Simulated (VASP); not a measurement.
# MgO in VASP: notebook

Aim: see how the results for MgO move with the level of theory and the settings. Levels: PBE, r2SCAN. Tasks: single point.

Everything below comes from runs of VASP 6.6.1. Logs are shortened: lines on timing, memory, paths and dates and some standing lists are left out, and cuts for length are marked.

## 1. The cell of the first run

Symmetry: Immm, No. 71, orthorhombic system. The conventional cell has a = 2.899 Å, b = 3.047 Å, c = 4.204 Å, α = 90.00°, β = 90.00°, γ = 90.00°. Within 2.8 Å of Mg (site symmetry mmm) lie 6 O at 2.10 Å. Within 2.8 Å of O (site symmetry mmm) lie 6 Mg at 2.10 Å.

## 2. Single point, PBE (shear xy strain -5.0%)

The input, INCAR:

```
SYSTEM = MgO
  PREC = Accurate
  ENCUT = 520
  EDIFF = 1E-6
  ISMEAR = -1
  SIGMA = 0.02
  LREAL = .FALSE.
  LASPH = .TRUE.
  NELM = 80
  ALGO = Normal
  ISIF = 2
  LWAVE = .FALSE.
  LCHARG = .FALSE.
  GGA = PE
  NBANDS = 11
```

The input, KPOINTS:

```
regular mesh
0
G
  10 10 10
  0 0 0
```

The input, POSCAR:

```
MgO
1.0
   -0.0525541854      2.1021674158      2.1021674158
    2.1021674158     -0.0525541854      2.1021674158
    2.0496132304      2.0496132304      0.0000000000
Mg O
1 1
Direct
    0.0000000000      0.0000000000      0.0000000000
    0.5000000000      0.5000000000      0.5000000000
```

Potentials or basis: VASP PAW PBE potentials, release 64 (Mg, O).

Run with:

```
cat potpaw_PBE.64/Mg/POTCAR potpaw_PBE.64/O/POTCAR > POTCAR
mpirun -np 1 vasp_std > vasp.out
```

OUTCAR:

```text
SYSTEM = MgO
   PREC = Accurate
   ENCUT = 520
   EDIFF = 1E-6
   ISMEAR = -1
   LREAL = .FALSE.
   LASPH = .TRUE.
   NELM = 80
   ISIF = 2
   GGA = PE

 ion  position               nearest neighbor table
   1  0.000  0.000  0.000-   2 2.10   2 2.10   2 2.10   2 2.10   2 2.10   2 2.10
   2  0.500  0.500  0.500-   1 2.10   1 2.10   1 2.10   1 2.10   1 2.10   1 2.10

  LATTYP: Found a body centered orthorhombic cell.
 ALAT       =     2.8985908281
 B/A-ratio  =     1.0512820513
 C/A-ratio  =     1.4504754486

  Lattice vectors:

 A1 = (   0.0525541854,  -2.1021674158,  -2.1021674158)
 A2 = (  -0.0525541854,   2.1021674158,  -2.1021674158)
 A3 = (   2.1021674158,  -0.0525541854,   2.1021674158)

Analysis of symmetry for initial positions (statically):
=====================================================================
 Subroutine PRICEL returns:
 Original cell was already a primitive cell.

 Routine SETGRP: Setting up the symmetry group for a
 body centered orthorhombic supercell.

 Subroutine GETGRP returns: Found  8 space group operations
 (whereof  8 operations were pure point group operations)
 out of a pool of  8 trial point group operations.

The static configuration has the point symmetry D_2h.

Analysis of symmetry for dynamics (positions and initial velocities):
=====================================================================
 Subroutine PRICEL returns:
 Original cell was already a primitive cell.

 Routine SETGRP: Setting up the symmetry group for a
 body centered orthorhombic supercell.

 Subroutine GETGRP returns: Found  8 space group operations
 (whereof  8 operations were pure point group operations)
 out of a pool of  8 trial point group operations.

The dynamic configuration has the point symmetry D_2h.

 Subroutine INISYM returns: Found  8 space group operations
 (whereof  8 operations are pure point group operations),
 and found     1 'primitive' translations

----------------------------------------------------------------------------------------

                                     Primitive cell

  volume of cell :      18.5678

  direct lattice vectors                    reciprocal lattice vectors
    -0.052554185  2.102167416  2.102167416    -0.232048539  0.232048539  0.237849753
     2.102167416 -0.052554185  2.102167416     0.232048539 -0.232048539  0.237849753
     2.049613230  2.049613230  0.000000000     0.243948464  0.243948464 -0.237849753

  length of vectors
[... 84 lines left out ...]
   EDIFFG = 0.1E-04   stopping-criterion for IOM
   NSW    =      0    number of steps for IOM
   IBRION =     -1    ionic relax: 0-MD 1-quasi-New 2-CG
   NFREE  =      0    steps in history (QN), initial steepest desc. (CG)
   ISIF   =      2    stress and relaxation
   ISYM   =      2    0-nonsym 1-usesym 2-fastsym
   POTIM  = 0.5000    time-step for ionic-motion
   TEBEG  =    0.0;   TEEND  =   0.0 temperature during run
   PSTRESS=    0.0 pullay stress
   NELECT =       8.0000    total number of electrons
   NUPDOWN=      -1.0000    fix difference up-down
   EMIN   =  10.00;   EMAX   =-10.00  energy-range for DOS
   EFERMI =   0.00;   METHOD = LEGACY
   ISMEAR =    -1;   SIGMA  =   0.02  broadening in eV -4-tet -1-fermi 0-gaus
   EFERMI_NEDOS =   21; number of points for ismear=-14 and -15
   IALGO  =     38    algorithm
   IMIX   =      4    mixing-type and parameters
     AMIX     =   0.40;   BMIX     =  1.00
     AMIX_MAG =   1.60;   BMIX_MAG =  1.00
  volume/ion in A,a.u.               =       9.28        62.65
  Fermi-wavevector in a.u.,A,eV,Ry     =   1.236473  2.336596 20.801484  1.528866
  Thomas-Fermi vector in A             =   2.371080
   LORBIT       =      0    0 simple, 1 ext, 2 COOP (PROOUT), +10 PAW based schemes
   GGA     = PE    functional components
   LHFCALC =     F    Hartree Fock is set to
   AEXX    =    0.0000 exact exchange contribution
   IVDW    =     0    specifies the selected vdW correction
   LEPSILON=     F    determine dielectric tensor
   LRPA    =     F    only Hartree local field effects (RPA)
 non-spin polarized calculation
  energy-cutoff  :      520.00
  volume of cell :       18.57
 maximum number of plane-waves:       519
 NGX is ok and might be reduce to    24
   NGX = 11   NGY = 11   NGZ = 11

 number of electron       8.0000001 magnetization

 Free energy of the ion-electron system (eV)
  ---------------------------------------------------
  ext. energy  EPLUGINS =         0.00000000
  ---------------------------------------------------
  free energy    TOTEN  =       -11.88070269 eV

  energy without entropy =      -11.88070269  energy(sigma->0) =      -11.88070269

 E-fermi :   3.8728     XC(G=0): -11.1089

 val. band max:        3.4368997135   @ k =   0.0000   0.0000   0.0000
 cond. band min:       7.9948003099   @ k =   0.0000   0.0000   0.0000
 fundamental gap:      4.5579005963
 Fermi energy:         3.8728327828

 k-point     1 :       0.0000    0.0000    0.0000
  band No.  band energies     occupation
      1     -14.0551      2.00000
      2       3.0584      2.00000
      3       3.2318      2.00000
      4       3.4369      2.00000
      5       7.9948      0.00000
      6      18.3564      0.00000
      7      19.1075      0.00000
      8      19.8230      0.00000
      9      22.9547      0.00000
     10      24.7917      0.00000
     11      24.8352      0.00000
[... 309 lines left out ...]
 k-point    24 :       0.4000    0.3000    0.0000
  band No.  band energies     occupation
      1     -12.8101      2.00000
      2      -0.3840      2.00000
      3       1.6989      2.00000
      4       2.4374      2.00000
      5      12.8181      0.00000
      6      13.4385      0.00000
      7      16.9446      0.00000
      8      21.1959      0.00000
      9      22.0532      0.00000
     10      28.3277      0.00000
     11      30.2731      0.00000

 [... further k-points ...]
[... 5 lines left out ...]
  --------------------------------------------------------------------------------------
  -------------------------------------------------------------------------------------
  Total        0.6020412      0.6020412      0.5389558      0.8613996      0.0000000      0.0000000
  in kB       51.9489048     51.9489048     46.5054008     74.3284156      0.0000000      0.0000000
  external PRESSURE =      50.1344035 kB  Pullay stress =       0.0000000 kB

 VOLUME and BASIS-vectors are now :
 -----------------------------------------------------------------------------
  energy-cutoff  :      520.00
  volume of cell :       18.57
      direct lattice vectors                 reciprocal lattice vectors
    -0.052554185  2.102167416  2.102167416    -0.232048539  0.232048539  0.237849753
     2.102167416 -0.052554185  2.102167416     0.232048539 -0.232048539  0.237849753
     2.049613230  2.049613230  0.000000000     0.243948464  0.243948464 -0.237849753

 POSITION                                       TOTAL-FORCE (eV/Angst)
 -----------------------------------------------------------------------------------
      0.00000      0.00000      0.00000        -0.000000     -0.000000     -0.000000
      2.04961      2.04961      2.10217         0.000000      0.000000      0.000000
 -----------------------------------------------------------------------------------
    total drift:                               -0.000000     -0.000000      0.000000

  FREE ENERGIE OF THE ION-ELECTRON SYSTEM (eV)
  ---------------------------------------------------
  free  energy   TOTEN  =       -11.8807026930 eV

  energy  without entropy=      -11.8807026930  energy(sigma->0) =      -11.88070269
```

stdout:

```text
POSCAR found type information on POSCAR MgO
 POSCAR found :  2 types and       2 ions
 scaLAPACK will be used
 LDA part: xc-table for (Slater+PW92), standard interpolation
 POSCAR, INCAR and KPOINTS ok, starting setup
 FFT: planning ... GRIDC
 FFT: planning ... GRID_SOFT
 FFT: planning ... GRID
 WAVECAR not read
 entering main loop
```

Wall time 9.6 s (1 thread of Intel Xeon 6975P-C (Granite Rapids), shared host); peak memory 0.17 GiB.

What came out:

* Free energy: -11.8807 eV
* Pressure: 5.0 GPa
* Band gap on the k mesh: 4.56 eV, direct

Stress tensor (GPa, compression positive):
```
5.19 7.43 0.00
7.43 5.19 0.00
0.00 0.00 4.65
```

Levels at points of the mesh, in eV from the valence-band top:
```
           k point  band 1  band 2  band 3  band 4  band 5  band 6  band 7  band 8
(0.00, 0.00, 0.00)  -17.49   -0.38   -0.21    0.00    4.56   14.92   15.67   16.39
(0.50, 0.00, 0.00)  -16.25   -4.93   -0.85   -0.63    7.89   12.18   16.31   16.81
(0.50, 0.50, 0.00)  -15.93   -4.31   -1.85   -1.24    8.64   10.15   12.96   18.37
(0.00, 0.00, 0.50)  -16.13   -4.75   -1.05   -0.87    7.56   12.73   15.59   16.08
(0.50, 0.00, 0.50)  -15.92   -4.30   -1.55   -1.55    8.93    9.83   12.91   18.86
```

Caveat: the cell differs from its parent crystal (shear xy strain -5.0%).

## 3. Single point, r2SCAN (uniaxial x strain +2.5%)

The input, POSCAR:

```
MgO
1.0
    0.0000000000      2.1021674158      2.1021674158
    2.1547216012      0.0000000000      2.1021674158
    2.1547216012      2.1021674158      0.0000000000
Mg O
1 1
Direct
    0.0000000000      0.0000000000      0.0000000000
    0.5000000000      0.5000000000      0.5000000000
```

The input, INCAR.step1:

```
SYSTEM = MgO
PREC = Accurate ; ENCUT = 520
ISMEAR = 0 ; SIGMA = 0.01
LREAL = .False. ; LASPH = .True.
NELM = 60 ; NBANDS = 11
GGA = PE ; ALGO = Normal
EDIFF = 1E-4 ; LWAVE = .True.
LCHARG = .False.
```

The input, INCAR.step2:

```
SYSTEM = MgO
PREC = Accurate ; ENCUT = 520
EDIFF = 1E-7 ; ISMEAR = 0
SIGMA = 0.01 ; LREAL = .False.
LASPH = .True. ; NELM = 60
ALGO = Normal ; ISIF = 2
LWAVE = .False. ; LCHARG = .False.
METAGGA = R2SCAN ; LMIXTAU = .True.
NBANDS = 11 ; ISTART = 1
```

The input, KPOINTS:

```
Automatic mesh
0
Gamma
  10 10 10
  0 0 0
```

Potentials or basis: VASP PAW PBE potentials, release 64 (Mg, O).

Run with:

```
cat potpaw_PBE.64/Mg/POTCAR potpaw_PBE.64/O/POTCAR > POTCAR
cp INCAR.step1 INCAR
mpirun -np 1 vasp_std > vasp.out
cp INCAR.step2 INCAR
mpirun -np 1 vasp_std > vasp.out
```

OUTCAR:

```text
SYSTEM = MgO
   PREC = Accurate
   ENCUT = 520
   EDIFF = 1E-7
   ISMEAR = 0
   LREAL = .False.
   LASPH = .True.
   NELM = 60
   ISIF = 2
   METAGGA = R2SCAN
   ISTART = 1

 ion  position               nearest neighbor table
   1  0.000  0.000  0.000-   2 2.10   2 2.10   2 2.10   2 2.10   2 2.15   2 2.15
   2  0.500  0.500  0.500-   1 2.10   1 2.10   1 2.10   1 2.10   1 2.15   1 2.15

  LATTYP: Found a body centered tetragonal cell.
 ALAT       =     2.9729136698
 C/A-ratio  =     1.4495689014

  Lattice vectors:

 A1 = (   2.1547216012,   0.0000000000,   2.1021674158)
 A2 = (   2.1547216012,   0.0000000000,  -2.1021674158)
 A3 = (  -2.1547216012,   2.1021674158,   0.0000000000)

Analysis of symmetry for initial positions (statically):
=====================================================================
 Subroutine PRICEL returns:
 Original cell was already a primitive cell.

 Routine SETGRP: Setting up the symmetry group for a
 body centered tetragonal supercell.

 Subroutine GETGRP returns: Found 16 space group operations
 (whereof 16 operations were pure point group operations)
 out of a pool of 16 trial point group operations.

The static configuration has the point symmetry D_4h.

Analysis of symmetry for dynamics (positions and initial velocities):
=====================================================================
 Subroutine PRICEL returns:
 Original cell was already a primitive cell.

 Routine SETGRP: Setting up the symmetry group for a
 body centered tetragonal supercell.

 Subroutine GETGRP returns: Found 16 space group operations
 (whereof 16 operations were pure point group operations)
 out of a pool of 16 trial point group operations.

The dynamic configuration has the point symmetry D_4h.

 Subroutine INISYM returns: Found 16 space group operations
 (whereof 16 operations are pure point group operations),
 and found     1 'primitive' translations

----------------------------------------------------------------------------------------

[... 116 lines left out ...]
   LORBIT       =      0    0 simple, 1 ext, 2 COOP (PROOUT), +10 PAW based schemes
   METAGGA = R2SCAN    functional components
   LHFCALC =     F    Hartree Fock is set to
   AEXX    =    0.0000 exact exchange contribution
   IVDW    =     0    specifies the selected vdW correction
   LEPSILON=     F    determine dielectric tensor
   LRPA    =     F    only Hartree local field effects (RPA)
 non-spin polarized calculation
 Gauss-broadening in eV      SIGMA  =   0.01
  energy-cutoff  :      520.00
  volume of cell :       19.04
 maximum number of plane-waves:       533
 NGX is ok and might be reduce to    24
   NGX = 11   NGY = 11   NGZ = 11

 number of electron       8.0000004 magnetization

 Free energy of the ion-electron system (eV)
  ---------------------------------------------------
  ext. energy  EPLUGINS =         0.00000000
  ---------------------------------------------------
  free energy    TOTEN  =       -16.14833570 eV

  energy without entropy =      -16.14833570  energy(sigma->0) =      -16.14833570

 E-fermi :   2.8086     XC(G=0): -11.4956

 val. band max:        2.6701743121   @ k =   0.0000   0.0000   0.0000
 cond. band min:       8.0435042091   @ k =   0.0000   0.0000   0.0000
 fundamental gap:      5.3733298970
 Fermi energy:         2.8085946958

 k-point     1 :       0.0000    0.0000    0.0000
  band No.  band energies     occupation
      1     -15.4692      2.00000
      2       2.6173      2.00000
      3       2.6173      2.00000
      4       2.6702      2.00000
      5       8.0435      0.00000
      6      19.1888      0.00000
      7      19.4502      0.00000
      8      19.4502      0.00000
      9      23.4545      0.00000
     10      24.7956      0.00000
     11      25.6087      0.00000
[... 309 lines left out ...]
 k-point    24 :       0.4000    0.3000   -0.0000
  band No.  band energies     occupation
      1     -14.2884      2.00000
      2      -0.8730      2.00000
      3       1.3096      2.00000
      4       1.5456      2.00000
      5      13.0127      0.00000
      6      13.6388      0.00000
      7      17.3178      0.00000
      8      21.6579      0.00000
      9      22.0892      0.00000
     10      28.5529      0.00000
     11      30.8605      0.00000

 [... further k-points ...]
[... 5 lines left out ...]
  --------------------------------------------------------------------------------------
  -------------------------------------------------------------------------------------
  Total       -0.9227054     -0.4020865     -0.4020865     -0.0000000      0.0000000      0.0000000
  in kB      -77.6279083    -33.8278430    -33.8278430     -0.0000000      0.0000000      0.0000000
  external PRESSURE =     -48.4278648 kB  Pullay stress =       0.0000000 kB

 VOLUME and BASIS-vectors are now :
 -----------------------------------------------------------------------------
  energy-cutoff  :      520.00
  volume of cell :       19.04
      direct lattice vectors                 reciprocal lattice vectors
     0.000000000  2.102167416  2.102167416    -0.232048539  0.237849753  0.237849753
     2.154721601  0.000000000  2.102167416     0.232048539 -0.237849753  0.237849753
     2.154721601  2.102167416  0.000000000     0.232048539  0.237849753 -0.237849753

 POSITION                                       TOTAL-FORCE (eV/Angst)
 -----------------------------------------------------------------------------------
      0.00000      0.00000      0.00000         0.000000     -0.000000     -0.000000
      2.15472      2.10217      2.10217         0.000000      0.000000      0.000000
 -----------------------------------------------------------------------------------
    total drift:                               -0.000000     -0.000000      0.000000

  FREE ENERGIE OF THE ION-ELECTRON SYSTEM (eV)
  ---------------------------------------------------
  free  energy   TOTEN  =       -16.1483356978 eV

  energy  without entropy=      -16.1483356978  energy(sigma->0) =      -16.14833570
```

Run time: 30 s. Hardware: 1 thread of Intel Xeon 6975P-C (Granite Rapids), shared host; peak memory 0.16 GiB.

Results:

```
Free energy            : -16.1483 eV
Pressure               : -4.8 GPa
Band gap on the k mesh : 5.37 eV, direct
```

Stress tensor (GPa, compression positive):
```
-7.76  0.00  0.00
 0.00 -3.38  0.00
 0.00  0.00 -3.38
```

Caveat: the cell differs from its parent crystal (uniaxial x strain +2.5%); the PAW data sets were made with another functional, which shifts forces and pressure a little.

## 4. Single point, r2SCAN (strain along [111] +1.5%)

The input, POSCAR:

```
MgO
1.0
    0.0210216742      2.1231890900      2.1231890900
    2.1231890900      0.0210216742      2.1231890900
    2.1231890900      2.1231890900      0.0210216742
Mg O
1 1
Direct
    0.0000000000      0.0000000000      0.0000000000
    0.5000000000      0.5000000000      0.5000000000
```

The input, INCAR.step1:

```
SYSTEM = MgO
ALGO = Normal ; EDIFF = 1E-4
ENCUT = 520 ; GGA = PE
ISMEAR = 0 ; LASPH = .TRUE.
LCHARG = .FALSE. ; LREAL = .FALSE.
LWAVE = .TRUE. ; NBANDS = 11
NELM = 60 ; PREC = Accurate
SIGMA = 0.01
```

The input, INCAR.step2:

```
SYSTEM = MgO
ALGO = Normal ; EDIFF = 1E-6
ENCUT = 520 ; ISIF = 2
ISMEAR = 0 ; ISTART = 1
LASPH = .TRUE. ; LCHARG = .FALSE.
LMIXTAU = .TRUE. ; LREAL = .FALSE.
LWAVE = .FALSE. ; METAGGA = R2SCAN
NBANDS = 11 ; NELM = 60
PREC = Accurate ; SIGMA = 0.01
```

The input, KPOINTS:

```
k-points
0
G
  10 10 10
  0 0 0
```

Run with:

```
cat potpaw_PBE.64/Mg/POTCAR potpaw_PBE.64/O/POTCAR > POTCAR
cp INCAR.step1 INCAR
mpirun -np 1 vasp_std > vasp.out
cp INCAR.step2 INCAR
mpirun -np 1 vasp_std > vasp.out
```

It took 36 s on 1 thread of Intel Xeon Platinum 8559C (Emerald Rapids), shared host; peak memory 0.15 GiB.

Results (log left out):

```
Free energy            : -16.1547 eV
Pressure               : -3.5 GPa
Band gap on the k mesh : 5.47 eV, direct
```

Stress tensor (GPa, compression positive):
```
-3.53 -1.57 -1.57
-1.57 -3.53 -1.57
-1.57 -1.57 -3.53
```

Levels at points of the mesh, in eV from the valence-band top:
```csv
k point,band 1,band 2,band 3,band 4,band 5,band 6,band 7,band 8,band 9
"(0.00, 0.00, 0.00)",-18.19,-0.11,0.00,0.00,5.47,16.45,16.89,16.89,20.85
"(0.50, 0.00, 0.00)",-16.95,-4.59,-0.76,-0.68,8.66,13.71,17.12,17.31,22.14
"(0.50, 0.50, 0.00)",-16.72,-4.10,-1.46,-1.34,9.96,10.93,14.14,20.09,20.28
"(0.50, 0.50, 0.50)",-17.00,-4.66,-0.63,-0.63,8.80,13.48,17.50,17.50,22.33
```

Caveat: the cell differs from its parent crystal (strain along [111] +1.5%); the PAW data sets were made with another functional, which shifts forces and pressure a little.

## 5. The runs side by side

```tsv
level	cell	smearing	gap on the mesh (eV)	pressure (GPa)
PBE	a = 2.973, b = 2.973, c = 2.899 Å, angles 60.8, 60.8, 61.7°, 2 atoms	fermi-dirac 0.02 eV	4.56	5.0
r2SCAN	a = 2.973, b = 3.010, c = 3.010 Å, angles 59.2, 60.4, 60.4°, 2 atoms	gaussian 0.01 eV	5.37	-4.8
r2SCAN	a = 3.003 Å, angles 59.3°, 2 atoms	gaussian 0.01 eV	5.47	-3.5
```

Alike in all rows: task single point; potentials or basis VASP PAW PBE potentials, release 64 (Mg, O); no spin polarisation; k mesh 10 × 10 × 10; cutoff (eV) 520.

Caveats: the PAW data sets were made with another functional, which shifts forces and pressure a little (some runs).

Absolute energies hang on the potentials; compare differences alone.
